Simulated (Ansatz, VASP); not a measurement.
W: VASP beside Ansatz

```
W
1.0
    -1.59938    1.59938    1.59938
     1.59938   -1.59938    1.59938
     1.59938    1.59938   -1.59938
W
1
Direct
  0.00000 0.00000 0.00000
```

Alike in both runs: task single point; functional r2SCAN; k mesh 15 × 15 × 15; no spin polarisation.

|  | VASP | Ansatz |
| --- | --- | --- |
| version | VASP 6.6.1 | Ansatz 0.2.0 |
| potentials or method | VASP PAW PBE potentials, release 64 (W_sv), cutoff 520 eV | PAW plane waves |
| occupations | fermi-dirac, width 0.1 eV | fermi-dirac |
| valence electrons in the cell | 14 | 14 |

Ansatz gave:

* pressure (GPa): -8.5

Task: Estimate VASP's values.

Result: Pressure (GPa): -7.4.

VASP's potentials were made for PBE, not for r2SCAN.

Neither program's run includes spin-orbit coupling.
